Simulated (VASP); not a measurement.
Set up this calculation in VASP 6.6.1, as the native input.

- Task: relaxation of cell and atoms
- Functional: PBE
- Potentials or basis: VASP PAW PBE potentials, release 64 (Be, Te)
- Cutoff: 600 eV
- k mesh: 6 × 6 × 6
- Occupations: gaussian, width 0.01 eV
- Spin: no spin polarisation
- Target pressure: 5 GPa
- Dipole correction: no
- Further INCAR settings: ALGO = Normal; EDIFF = 1e-07; IBRION = 2; EDIFFG = -0.02; NSW = 50; ISIF = 3

The structure of BeTe lies in POSCAR:

```
BeTe
1.0
    0.0000000000      2.7700000000      2.7700000000
    2.7700000000      0.0000000000      2.7700000000
    2.7700000000      2.7700000000      0.0000000000
Be Te
1 1
Direct
    0.0000000000      0.0000000000      0.0000000000
    0.2500000000      0.2500000000      0.2500000000
```

The input as run:

INCAR

```
PREC = Accurate ; ENCUT = 600
EDIFF = 1E-7 ; ISMEAR = 0
SIGMA = 0.01 ; LREAL = False
LASPH = True ; NELM = 120
ALGO = Normal ; ISIF = 3
LWAVE = False ; LCHARG = False
GGA = PE ; IBRION = 2
NSW = 50 ; EDIFFG = -0.02
PSTRESS = 50.0 ; GGA_COMPAT = False
NELMIN = 4
```

KPOINTS

```
Automatic mesh
0
Gamma
  6 6 6
```

Potentials or basis: VASP PAW PBE potentials, release 64 (Be, Te).

Run with:

```bash
$ cat potpaw_PBE.64/Be/POTCAR potpaw_PBE.64/Te/POTCAR > POTCAR
$ mpirun -np 1 vasp_std > vasp.out
```

It gave:

| Quantity | Value |
| --- | --- |
| Relaxed volume | 21.11 Å³/atom |
| Relaxed cell | a = 3.909 Å, b = 3.909 Å, c = 3.909 Å, α = 60.00°, β = 60.00°, γ = 60.00° |
| Space group after relaxing (to 0.05 Å) | F-43m (No. 216) |
| Energy change on relaxing (the enthalpy is what falls) | +4.2 meV/atom |
| Ionic steps | 3 |
| Pressure after relaxing | 5.0 GPa |
| Band gap on the k mesh | 1.83 eV, indirect (least direct gap 3.56 eV) |

Caveat: the cell is relaxed towards a set pressure, so the enthalpy falls and the energy may rise; spin-orbit coupling is left out, which moves the levels of the heavy elements.

It took 31 s on 1 thread of Intel Xeon 8259CL, with other jobs on the host, peak memory 0.18 GiB.
